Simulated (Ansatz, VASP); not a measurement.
**NaLiCl2: VASP beside Ansatz**

The input INCAR:

```
SYSTEM = NaLiCl2
PREC     = Accurate       ! precision mode
ENCUT    = 520            ! plane-wave cutoff, eV
EDIFF    = 1E-6           ! SCF threshold, eV
ISMEAR   = -1             ! smearing method
SIGMA    = 0.02           ! smearing width, eV
LREAL    = .False.        ! projectors in reciprocal space
LASPH    = .True.         ! aspherical terms in the spheres
NELM     = 100            ! most SCF steps
ALGO     = Normal         ! electronic algorithm
ISIF     = 2              ! what is computed and relaxed
LWAVE    = .False.        ! write WAVECAR
LCHARG   = .True.         ! write CHGCAR
GGA      = PE             ! functional
LELF     = .True.         ! ELF
LVHAR    = .True.       
NBANDS   = 20             ! bands
```

File KPOINTS:

```
regular mesh
0
Gamma
  8 8 8
  0 0 0
```

Contents of POSCAR:

```
NaLiCl2
1.0
    1.8915979439      1.0921145821      6.2476405492
   -1.8915979439      1.0921145821      6.2476405492
    0.0000000000     -2.1842291642      6.2476405492
Li Na Cl
1 1 2
Direct
    1.0000000000      0.0000000000      0.0000000000
    0.5000000000      0.5000000000      0.5000000000
    0.2566860801      0.2566860801      0.2566860801
    0.7433139199      0.7433139199      0.7433139199
```

Input for Ansatz:

```yaml
crystal:
  lattice:
    - [1.8915979439, 1.0921145821, 6.2476405492]
    - [-1.8915979439, 1.0921145821, 6.2476405492]
    - [0.0, -2.1842291642, 6.2476405492]
  atoms:
    - { symbol: Li, position: [1.0, 0.0, 0.0] }
    - { symbol: Na, position: [0.5, 0.5, 0.5] }
    - { symbol: Cl, position: [0.2566860801, 0.2566860801, 0.2566860801] }
    - { symbol: Cl, position: [0.7433139199, 0.7433139199, 0.7433139199] }
kpoints:
  mp_grid: { grid: [8, 8, 8] }
  band_path:
    path:
      - [[0.0, 0.0, 0.0], [0.5, 0.5, 0.5], [0.8129622989, 0.1870377011, 0.5]]
      - [[0.5, -0.1870377011, 0.1870377011], [0.5, 0.0, 0.0], [0.0, 0.0, 0.0], [0.34351885055, -0.34351885055, 0.0]]
      - [[0.65648114945, 0.0, 0.34351885055], [0.5, 0.0, 0.5], [0.0, 0.0, 0.0]]
    npoints: 10
hamiltonian:
  xc: pbe
scf:
  occupations: { method: fermi_dirac, width: 0.02 }
  n_extra_bands: 5
output:
  forces: true
  stress: true
  eigenvalues: true
```

Alike in both runs: task single point; functional PBE; k mesh 8 × 8 × 8; occupations fermi-dirac, width 0.02 eV; no spin polarisation.

```csv
,VASP,Ansatz
version,VASP 6.6.1,Ansatz 0.2.0
potentials or method,"VASP PAW PBE potentials, release 64 (Li_sv, Na_pv, Cl)","plane waves, PAW"
plane-wave cutoff (eV),520,420
valence electrons in the cell,24,26
```

Ansatz gave:

| Quantity | Value |
| --- | --- |
| gap on the k mesh at the Fermi level (eV) | 5.60 |
| rms of the force components (eV/Å) | 0.026 |

Estimate VASP's values.

gap on the k mesh at the Fermi level (eV): 5.60; rms of the force components (eV/Å): 0.028.

Atom by atom the forces differ by 0.002 eV/Å (rms over components). VASP's potentials hold 24 valence electrons a cell and Ansatz's 26, so a difference there can come from the potentials and not from the codes.

Noted on VASP's run: the cutoff is short for stress, so the pressure is rough.
